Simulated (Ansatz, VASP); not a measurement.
## Bi2Te3: VASP beside Ansatz

INCAR

```
SYSTEM = Bi2Te3
PREC     = Accurate       ! precision mode
ENCUT    = 520            ! plane-wave cutoff, eV
EDIFF    = 1E-8           ! SCF threshold, eV
ISMEAR   = -1             ! smearing method
SIGMA    = 0.08           ! smearing width, eV
LREAL    = .FALSE.        ! projectors in reciprocal space
LASPH    = .TRUE.         ! aspherical terms in the spheres
NELM     = 60             ! most SCF steps
ALGO     = Normal         ! electronic algorithm
ISIF     = 2              ! what is computed and relaxed
LWAVE    = .FALSE.        ! write WAVECAR
LCHARG   = .FALSE.        ! write CHGCAR
GGA      = PS             ! functional
LEFG     = .TRUE.       
NBANDS   = 32             ! bands
```

File KPOINTS:

```
Automatic mesh
0
G
  7 7 7
  0 0 0
```

The input POSCAR:

```
Bi2Te3
1.0
    2.1930005584      1.2661294627     10.2673267000
   -2.1930005584      1.2661294627     10.2673267000
    0.0000000000     -2.5322589254     10.2673267000
Bi Te
2 3
Direct
    0.4000000000      0.4000000000      0.4000000000
    0.6000000000      0.6000000000      0.6000000000
    0.0000000000      0.0000000000      0.0000000000
    0.2095000000      0.2095000000      0.2095000000
    0.7905000000      0.7905000000      0.7905000000
```

Input for Ansatz:

```yaml
crystal:
  lattice:
    - [2.1930005584, 1.2661294627, 10.2673267]
    - [-2.1930005584, 1.2661294627, 10.2673267]
    - [0.0, -2.5322589254, 10.2673267]
  atoms:
    - { symbol: Bi, position: [0.4, 0.4, 0.4] }
    - { symbol: Bi, position: [0.6, 0.6, 0.6] }
    - { symbol: Te, position: [0.0, 0.0, 0.0] }
    - { symbol: Te, position: [0.2095, 0.2095, 0.2095] }
    - { symbol: Te, position: [0.7905, 0.7905, 0.7905] }
kpoints:
  mp_grid: { grid: [7, 7, 7] }
scf:
  occupations: { method: fermi_dirac, width: 0.08 }
hamiltonian:
  xc: pbesol
  pseudopotentials: { kind: all_electron, datasets: crystal }
output:
  forces: true
  stress: true
  eigenvalues: true
  efg: { contact_densities: true }
```

Change from the starting cell: zz strain of +1 %, crystal datasets.

Alike in both runs: task electric field gradients; functional PBEsol; k mesh 7 × 7 × 7; occupations fermi-dirac, width 0.08 eV; no spin polarisation.

|  | VASP | Ansatz |
| --- | --- | --- |
| version | VASP 6.6.1 | Ansatz 0.2.0 |
| potentials or method | VASP PAW PBE potentials, release 64 (Bi_d, Te), cutoff 520 eV | all-electron PAW with datasets made for the crystal, scalar-relativistic |

Ansatz gave:

- pressure (GPa): -1.1
- traceless stress, the component that is largest in VASP (GPa): -0.45
- rms of the force components (eV/Å): 0.077
- size of Vzz on the site where it differs most (V/Å²): 106.6

Q: Estimate VASP's values.

A: Pressure (GPa): -1.1; traceless stress, the component that is largest in VASP (GPa): -0.44; rms of the force components (eV/Å): 0.070; size of Vzz on the site where it differs most (V/Å²): 101.4.

VASP's potentials were made for PBE, not for PBEsol. Atom by atom the forces differ by 0.007 eV/Å (rms over components). Ansatz ran all-electron here, and VASP with PAW potentials.

Spin-orbit coupling is off throughout.
